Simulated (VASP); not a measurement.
TaN:

```
Ta N
1.0
     0.00000    2.15579    2.15579
     2.15579    0.00000    2.15579
     2.15579    2.15579    0.00000
Ta N
1 1
Direct
  0.49891 0.50109 0.50109
  0.01403 0.98597 0.98597
```

Base run:

* Program: VASP 6.6.1
* Functional: LDA
* Potentials or basis: VASP PAW LDA potentials, release 64 (Ta_pv, N)
* Cutoff: 520 eV
* k mesh: 18 × 18 × 18
* Occupations: gaussian, width 0.15 eV
* Spin: no spin polarisation

Its results: band gap on the k mesh zero (band 8 reaches 12.14 eV, above the bottom of band 9 at 7.95 eV); pressure 13.3 GPa; largest force 0.685 eV/Å.

The run is repeated on the same cell with these changes: potentials or basis from VASP PAW LDA potentials, release 64 (Ta_pv, N) to VASP PAW LDA potentials, release 64 (Ta_sv_GW, N); cutoff from 520 eV to 600 eV; further incar settings from ALGO = Normal; EDIFF = 1e-06; NBANDS = 15 to ALGO = Normal; EDIFF = 1e-06; NBANDS = 16; valence electrons from 16 to 18. What comes out?

Band gap on the k mesh zero (band 9 reaches 16.48 eV, above the bottom of band 10 at 12.29 eV); pressure 12.3 GPa; largest force 0.686 eV/Å.

Caveats: spin-orbit coupling is left out, which moves the levels of the heavy elements.
